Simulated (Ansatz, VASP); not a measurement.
# One calculation of Hf4N, two programs

INCAR

```
ALGO = Fast ; DIPOL = 0.5 0.5 0.307
EDIFF = 1E-6 ; ENCUT = 520
GGA = PE ; IDIPOL = 3
ISIF = 2 ; ISMEAR = 0
IVDW = 12 ; LASPH = T
LCHARG = F ; LDIPOL = T
LREAL = F ; LWAVE = F
NBANDS = 56 ; NELM = 60
PREC = Accurate ; SIGMA = 0.1
```

Contents of KPOINTS:

```
k-points
0
Gamma
  4 6 1
```

Contents of POSCAR:

```
Hf4N
1.0
    6.3423521406      0.0000000000      0.0000000000
    0.0000000000      5.0167614026      0.0000000000
    0.0000000000      0.0000000000     22.1665201410
Hf N
8 2
Direct
    0.0000000000      0.7500000000      0.1804523206
    0.5000000000      0.7500000000      0.1804523206
    0.2500000000      0.2500000000      0.2217506242
    0.7500000000      0.2500000000      0.2217506242
    0.2500000000      0.7500000000      0.2964821324
    0.7500000000      0.7500000000      0.2964821324
    0.0000000000      0.2500000000      0.3368377216
    0.5000000000      0.2500000000      0.3368377216
    0.2500000000      0.2500000000      0.4721769621
    0.2500000000      0.2500000000      0.5218013503
```

Input for Ansatz:

```yaml
crystal:
  lattice:
    - [6.3423521406, 0.0, 0.0]
    - [0.0, 5.0167614026, 0.0]
    - [0.0, 0.0, 22.166520141]
  atoms:
    - { symbol: Hf, position: [0.0, 0.75, 0.1804523206] }
    - { symbol: Hf, position: [0.5, 0.75, 0.1804523206] }
    - { symbol: Hf, position: [0.25, 0.25, 0.2217506242] }
    - { symbol: Hf, position: [0.75, 0.25, 0.2217506242] }
    - { symbol: Hf, position: [0.25, 0.75, 0.2964821324] }
    - { symbol: Hf, position: [0.75, 0.75, 0.2964821324] }
    - { symbol: Hf, position: [0.0, 0.25, 0.3368377216] }
    - { symbol: Hf, position: [0.5, 0.25, 0.3368377216] }
    - { symbol: "N", position: [0.25, 0.25, 0.4721769621] }
    - { symbol: "N", position: [0.25, 0.25, 0.5218013503] }
basis:
  ecutwfc: 420
kpoints:
  mp_grid: { grid: [4, 6, 1] }
hamiltonian:
  xc: pbe
  dispersion: d3bj
scf:
  occupations: { method: gaussian, width: 0.1 }
output:
  forces: true
  eigenvalues: true
efield:
  axis: 3
  dipole_correction: true
  ramp_width: 0.04
```

Alike in both runs: task single point; functional PBE; dispersion D3(BJ); k mesh 4 × 6 × 1; occupations gaussian, width 0.1 eV; no spin polarisation.

```csv
,VASP,Ansatz
version,VASP 6.6.1,Ansatz 0.2.0
potentials or method,"VASP PAW PBE potentials, release 64 (Hf_pv, N), cutoff 520 eV","scalar-relativistic, plane waves, PAW"
valence electrons in the cell,90,218
```

|  | VASP | Ansatz | Ansatz less VASP |
| --- | --- | --- | --- |
| gap on the k mesh at the Fermi level (eV) | none | none | - |
| rms of the force components (eV/Å) | 0.674 | 0.225 | -0.4485 |

Atom by atom the forces differ by 0.462 eV/Å (rms over components). A gap of «none» marks a metal or a gap that the smearing closes. One of these differences is far larger than is usual between the two programs; its cause wasn't traced. VASP's potentials hold 90 valence electrons a cell and Ansatz's 218, so a difference there can come from the potentials and not from the codes.

Spin-orbit coupling is off throughout. Noted on VASP's run: the standard files for N, O and F lose accuracy on very short bonds.
